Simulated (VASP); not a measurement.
# Mo (Im-3m) in VASP: notebook

The runs below take Mo through single point, with LDA.

Program: VASP 6.6.1. These are calculated values, not measurements. Logs are shortened: lines on timing, memory, paths and dates and some standing lists are left out, and cuts for length are marked.

## Step 1: The cell of the first run

It takes space group Im-3m (No. 229, cubic). Conventional cell: a = 3.112 Å, b = 3.112 Å, c = 3.112 Å, α = 90.00°, β = 90.00°, γ = 90.00°. Mo (site symmetry m-3m) has 14 Mo at 2.70 to 3.11 Å within 3.6 Å.

## Step 2: Single point, LDA

INCAR

```
SYSTEM = Mo
PREC = Accurate
ENCUT = 520
EDIFF = 1E-6
ISMEAR = 0
SIGMA = 0.1
LREAL = .False.
LASPH = .True.
NELM = 80
ALGO = Normal
ISIF = 2
LWAVE = .False.
LCHARG = .False.
NBANDS = 13
```

KPOINTS

```
Automatic mesh
0
Gamma
  8 8 8
  0 0 0
```

POSCAR

```
Mo
1.0
   -1.5561785687      1.5561785687      1.5561785687
    1.5561785687     -1.5561785687      1.5561785687
    1.5561785687      1.5561785687     -1.5561785687
Mo
1
Direct
    0.0000000000      0.0000000000      0.0000000000
```

Potentials or basis: VASP PAW LDA potentials, release 64 (Mo_sv).

Run with:

```bash
> cat potpaw_LDA.64/Mo_sv/POTCAR > POTCAR
> mpirun -np 1 vasp_std > vasp.out
```

OUTCAR:

```text
SYSTEM = Mo
   PREC = Accurate
   ENCUT = 520
   EDIFF = 1E-6
   ISMEAR = 0
   LREAL = .False.
   LASPH = .True.
   NELM = 80
   ISIF = 2

 ion  position               nearest neighbor table
   1  0.000  0.000  0.000-

  LATTYP: Found a body centered cubic cell.
 ALAT       =     3.1123571374

  Lattice vectors:

 A1 = (  -1.5561785687,   1.5561785687,   1.5561785687)
 A2 = (   1.5561785687,  -1.5561785687,   1.5561785687)
 A3 = (   1.5561785687,   1.5561785687,  -1.5561785687)

Analysis of symmetry for initial positions (statically):
=====================================================================
 Subroutine PRICEL returns:
 Original cell was already a primitive cell.

 Routine SETGRP: Setting up the symmetry group for a
 body centered cubic supercell.

 Subroutine GETGRP returns: Found 48 space group operations
 (whereof 48 operations were pure point group operations)
 out of a pool of 48 trial point group operations.

The static configuration has the point symmetry O_h .

Analysis of symmetry for dynamics (positions and initial velocities):
=====================================================================
 Subroutine PRICEL returns:
 Original cell was already a primitive cell.

 Routine SETGRP: Setting up the symmetry group for a
 body centered cubic supercell.

 Subroutine GETGRP returns: Found 48 space group operations
 (whereof 48 operations were pure point group operations)
 out of a pool of 48 trial point group operations.

The dynamic configuration has the point symmetry O_h .

 Subroutine INISYM returns: Found 48 space group operations
 (whereof 48 operations are pure point group operations),
 and found     1 'primitive' translations

----------------------------------------------------------------------------------------

                                     Primitive cell

  volume of cell :      15.0743

  direct lattice vectors                    reciprocal lattice vectors
    -1.556178569  1.556178569  1.556178569     0.000000000  0.321299888  0.321299888
     1.556178569 -1.556178569  1.556178569     0.321299888  0.000000000  0.321299888
     1.556178569  1.556178569 -1.556178569     0.321299888  0.321299888  0.000000000

  length of vectors
     2.695380347  2.695380347  2.695380347     0.454386659  0.454386659  0.454386659

  position of ions in fractional coordinates (direct lattice)
     0.000000000  0.000000000  0.000000000

  ion indices of the primitive-cell ions
   primitive index   ion index
                 1           1

----------------------------------------------------------------------------------------

 KPOINTS: Automatic mesh

Automatic generation of k-mesh.
 Grid dimensions read from file:
 generate k-points for:    8    8    8

 Generating k-lattice:

  Cartesian coordinates                     Fractional coordinates (reciprocal lattice)
     0.000000000  0.040162486  0.040162486     0.125000000  0.000000000  0.000000000
     0.040162486  0.000000000  0.040162486     0.000000000  0.125000000  0.000000000
     0.040162486  0.040162486  0.000000000     0.000000000  0.000000000  0.125000000

  Length of vectors
     0.056798332  0.056798332  0.056798332

  Shift w.r.t. Gamma in fractional coordinates (k-lattice)
     0.000000000  0.000000000  0.000000000

 Subroutine IBZKPT returns following result:
 ===========================================

 Found     29 irreducible k-points:

 Following reciprocal coordinates:
            Coordinates               Weight
  0.000000  0.000000  0.000000      1.000000
  0.125000  0.000000  0.000000     12.000000
  0.250000  0.000000  0.000000     12.000000
  0.375000  0.000000  0.000000     12.000000
  0.500000  0.000000  0.000000      6.000000
  0.125000  0.125000  0.000000     24.000000
[... 16 lines left out ...]
 -0.250000  0.250000  0.250000      6.000000
 -0.375000  0.375000  0.250000     24.000000
 [... further k-points ...]
   k-points           NKPTS =     29   k-points in BZ     NKDIM =     29   number of bands    NBANDS=     13
   number of dos      NEDOS =    301   number of ions     NIONS =      1
   total plane-waves  NPLWV =   8000
   dimension x,y,z NGX =    20 NGY =   20 NGZ =   20
   dimension x,y,z NGXF=    40 NGYF=   40 NGZF=   40
   ions per type =               1
   NGX,Y,Z   is equivalent  to a cutoff of  12.34, 12.34, 12.34 a.u.
   NGXF,Y,Z  is equivalent  to a cutoff of  24.67, 24.67, 24.67 a.u.
 SYSTEM =  Mo
   PREC   = accura    normal or accurate (medium, high low for compatibility)
   ISTART =      0    job   : 0-new  1-cont  2-samecut
   ICHARG =      2    charge: 1-file 2-atom 10-const
   ISPIN  =      1    spin polarized calculation?
   LNONCOLLINEAR =      F non collinear calculations
   LSORBIT =      F    spin-orbit coupling
   LASPH  =      T    aspherical Exc in radial PAW
   ENCUT  =  520.0 eV  38.22 Ry    6.18 a.u.   5.01  5.01  5.01*2*pi/ulx,y,z
   NELM   =     80;   NELMIN=  2; NELMDL= -5     # of ELM steps
   EDIFF  = 0.1E-05   stopping-criterion for ELM
   LREAL  =      F    real-space projection
   EDIFFG = 0.1E-04   stopping-criterion for IOM
   NSW    =      0    number of steps for IOM
   IBRION =     -1    ionic relax: 0-MD 1-quasi-New 2-CG
   NFREE  =      0    steps in history (QN), initial steepest desc. (CG)
   ISIF   =      2    stress and relaxation
   ISYM   =      2    0-nonsym 1-usesym 2-fastsym
   POTIM  = 0.5000    time-step for ionic-motion
   TEBEG  =    0.0;   TEEND  =   0.0 temperature during run
   PSTRESS=    0.0 pullay stress
   NELECT =      14.0000    total number of electrons
   NUPDOWN=      -1.0000    fix difference up-down
   EMIN   =  10.00;   EMAX   =-10.00  energy-range for DOS
   EFERMI =   0.00;   METHOD = LEGACY
   ISMEAR =     0;   SIGMA  =   0.10  broadening in eV -4-tet -1-fermi 0-gaus
   EFERMI_NEDOS =   21; number of points for ismear=-14 and -15
   IALGO  =     38    algorithm
   IMIX   =      4    mixing-type and parameters
     AMIX     =   0.40;   BMIX     =  1.00
     AMIX_MAG =   1.60;   BMIX_MAG =  1.00
  volume/ion in A,a.u.               =      15.07       101.73
  Fermi-wavevector in a.u.,A,eV,Ry     =   1.597245  3.018355 34.711049  2.551190
  Thomas-Fermi vector in A             =   2.694881
   LORBIT       =      0    0 simple, 1 ext, 2 COOP (PROOUT), +10 PAW based schemes
   GGA     = CA    functional components
   LHFCALC =     F    Hartree Fock is set to
   AEXX    =    0.0000 exact exchange contribution
   IVDW    =     0    specifies the selected vdW correction
   LEPSILON=     F    determine dielectric tensor
   LRPA    =     F    only Hartree local field effects (RPA)
 non-spin polarized calculation
 Gauss-broadening in eV      SIGMA  =   0.10
  energy-cutoff  :      520.00
  volume of cell :       15.07
 maximum number of plane-waves:       420
   NGX =  9   NGY =  9   NGZ =  9

 number of electron      13.9999996 magnetization

 Free energy of the ion-electron system (eV)
  ---------------------------------------------------
  ext. energy  EPLUGINS =         0.00000000
  ---------------------------------------------------
  free energy    TOTEN  =       -12.10706019 eV

  energy without entropy =      -12.10148833  energy(sigma->0) =      -12.10427426

 E-fermi :  12.9572     XC(G=0): -13.8071

 val. band max:       12.8917632682   @ k =   0.3750   0.1250   0.0000
 cond. band min:      13.0736308805   @ k =  -0.1250   0.1250   0.1250
 fundamental gap:      0.1818676122
 Fermi energy:        12.9571927239

 k-point     1 :       0.0000    0.0000    0.0000
  band No.  band energies     occupation
      1     -47.8796      2.00000
      2     -21.2301      2.00000
      3     -21.2301      2.00000
      4     -21.2301      2.00000
      5       5.7207      2.00000
      6      11.6172      2.00000
      7      11.6172      2.00000
      8      11.6172      2.00000
      9      14.7556      0.00000
     10      14.7556      0.00000
     11      27.9380      0.00000
     12      27.9380      0.00000
     13      27.9380      0.00000

 k-point     2 :       0.1250    0.0000    0.0000
  band No.  band energies     occupation
      1     -47.8347      2.00000
      2     -21.4793      2.00000
      3     -21.3067      2.00000
      4     -21.2322      2.00000
      5       6.4081      2.00000
      6      11.2315      2.00000
      7      11.5226      2.00000
      8      12.2932      2.00000
      9      14.2928      0.00000
     10      14.7735      0.00000
     11      28.3937      0.00000
     12      29.1271      0.00000
     13      29.2125      0.00000

 k-point     3 :       0.2500    0.0000    0.0000
  band No.  band energies     occupation
      1     -47.7246      2.00000
      2     -22.0566      2.00000
      3     -21.4875      2.00000
      4     -21.2376      2.00000
      5       7.7120      2.00000
      6      10.4212      2.00000
      7      11.4531      2.00000
      8      14.1711      0.00000
      9      14.2121      0.00000
     10      14.9249      0.00000
     11      28.0333      0.00000
     12      29.6846      0.00000
     13      32.2798      0.00000

 k-point     4 :       0.3750    0.0000    0.0000
  band No.  band energies     occupation
      1     -47.6125      2.00000
      2     -22.6043      2.00000
      3     -21.6631      2.00000
      4     -21.2431      2.00000
      5       7.7562      2.00000
      6       9.7320      2.00000
      7      13.1700      0.00262
      8      14.7713      0.00000
      9      15.2573      0.00000
     10      16.6702      0.00000
     11      26.0572      0.00000
     12      26.9735      0.00000
     13      33.0870      0.00000

 k-point     5 :       0.5000    0.0000    0.0000
  band No.  band energies     occupation
      1     -47.5653      2.00000
      2     -22.8238      2.00000
      3     -21.7343      2.00000
      4     -21.2455      2.00000
      5       7.5037      2.00000
      6       9.4729      2.00000
      7      14.8150      0.00000
      8      14.8863      0.00000
      9      15.4669      0.00000
     10      18.1057      0.00000
     11      25.0981      0.00000
     12      25.2670      0.00000
     13      30.7803      0.00000
[... 257 lines left out ...]
 k-point    22 :       0.2500    0.2500    0.2500
  band No.  band energies     occupation
      1     -47.5401      2.00000
      2     -22.0428      2.00000
      3     -22.0428      2.00000
      4     -22.0428      2.00000
      5      10.3749      2.00000
      6      10.3749      2.00000
      7      10.3749      2.00000
      8      15.6007      0.00000
      9      15.6007      0.00000
     10      22.9428      0.00000
     11      25.0579      0.00000
     12      25.0579      0.00000
     13      25.0579      0.00000

 k-point    23 :      -0.2500    0.2500    0.2500
  band No.  band energies     occupation
      1     -47.5923      2.00000
      2     -22.0882      2.00000
      3     -21.7679      2.00000
      4     -21.7679      2.00000
      5       9.2745      2.00000
      6      10.1829      2.00000
      7      12.4108      2.00000
      8      12.4108      2.00000
      9      13.9633      0.00000
     10      16.6666      0.00000
     11      28.5006      0.00000
     12      31.8904      0.00000
     13      32.2930      0.00000

 k-point    24 :      -0.3750    0.3750    0.2500
  band No.  band energies     occupation
      1     -47.4969      2.00000
      2     -22.4131      2.00000
      3     -21.9584      2.00000
      4     -21.8161      2.00000
      5       8.9132      2.00000
      6       9.5453      2.00000
      7      12.4002      2.00000
      8      13.2751      0.00001
      9      16.1091      0.00000
     10      18.3186      0.00000
     11      27.3432      0.00000
     12      29.4357      0.00000
     13      30.4061      0.00000

 [... further k-points ...]

------------------------ aborting loop because EDIFF is reached ----------------------------------------

  FORCE on cell =-STRESS in cart. coord.  units (eV):
  Direction    XX          YY          ZZ          XY          YZ          ZX
  --------------------------------------------------------------------------------------
  -------------------------------------------------------------------------------------
  Total        0.1196437      0.1196437      0.1196437     -0.0000000      0.0000000     -0.0000000
  in kB       12.7163359     12.7163359     12.7163359     -0.0000000      0.0000000     -0.0000000
  external PRESSURE =      12.7163359 kB  Pullay stress =       0.0000000 kB

 VOLUME and BASIS-vectors are now :
 -----------------------------------------------------------------------------
  energy-cutoff  :      520.00
  volume of cell :       15.07
      direct lattice vectors                 reciprocal lattice vectors
    -1.556178569  1.556178569  1.556178569     0.000000000  0.321299888  0.321299888
     1.556178569 -1.556178569  1.556178569     0.321299888  0.000000000  0.321299888
     1.556178569  1.556178569 -1.556178569     0.321299888  0.321299888  0.000000000

 POSITION                                       TOTAL-FORCE (eV/Angst)
 -----------------------------------------------------------------------------------
      0.00000      0.00000      0.00000        -0.000000     -0.000000      0.000000
 -----------------------------------------------------------------------------------
    total drift:                                0.000000     -0.000000      0.000000

  FREE ENERGIE OF THE ION-ELECTRON SYSTEM (eV)
  ---------------------------------------------------
  free  energy   TOTEN  =       -12.1070601926 eV

  energy  without entropy=      -12.1014883253  energy(sigma->0) =      -12.10427426
```

Run time: 2 s. Hardware: 1 thread of Intel Xeon 6975P-C (Granite Rapids), shared host; peak memory 0.11 GiB.

What came out:

```
Free energy            : -12.1071 eV
Pressure               : 1.3 GPa
Band gap on the k mesh : zero (band 7 reaches 17.29 eV, above the bottom of band 8 at 11.62 eV)
```

Levels at points of the mesh, in eV from the Fermi level:
```tsv
k point	band 5	band 6	band 7	band 8	band 9	band 10
(0.00, 0.00, 0.00)	-7.24	-1.34	-1.34	-1.34	1.80	1.80
(0.50, 0.00, 0.00)	-5.45	-3.48	1.86	1.93	2.51	5.15
(0.50, 0.50, 0.50)	-5.65	-5.65	4.33	4.33	4.33	9.44
```

## Step 3: Single point, LDA

INCAR

```
SYSTEM = Mo
  PREC = Accurate
  ENCUT = 520
  EDIFF = 1E-6
  ISMEAR = 0
  SIGMA = 0.1
  LREAL = .False.
  LASPH = .True.
  NELM = 100
  ALGO = Normal
  ISIF = 2
  LWAVE = .False.
  LCHARG = .False.
  GGA = CA
  NBANDS = 13
```

KPOINTS

```
regular mesh
0
Gamma
  16 16 16
  0 0 0
```

POSCAR

```
Mo
1.0
   -1.5554613870      1.5554613870      1.5554613870
    1.5554613870     -1.5554613870      1.5554613870
    1.5554613870      1.5554613870     -1.5554613870
Mo
1
Direct
    0.0000000000      0.0000000000      0.0000000000
```

Potentials or basis: VASP PAW LDA potentials, release 64 (Mo_sv).

Run with:

```bash
> cat potpaw_LDA.64/Mo_sv/POTCAR > POTCAR
> mpirun -np 1 vasp_std > vasp.out
```

Run time: 7.4 s. Hardware: 1 thread of Intel Xeon 6975P-C (Granite Rapids), shared host; peak memory 0.13 GiB.

Results (log left out):

- Free energy: -12.1369 eV
- Pressure: 1.2 GPa
- Band gap on the k mesh: zero (band 7 reaches 17.32 eV, above the bottom of band 8 at 11.64 eV)

Levels at points of the mesh, in eV from the Fermi level:
```
           k point  band 4  band 5  band 6  band 7  band 8  band 9  band 10  band 11
(0.00, 0.00, 0.00)  -34.30   -7.37   -1.46   -1.46   -1.46    1.68     1.68    14.86
(0.50, 0.00, 0.00)  -34.32   -5.59   -3.61    1.74    1.81    2.39     5.04    12.02
(0.50, 0.50, 0.50)  -35.40   -5.78   -5.78    4.22    4.22    4.22     9.33     9.33
```
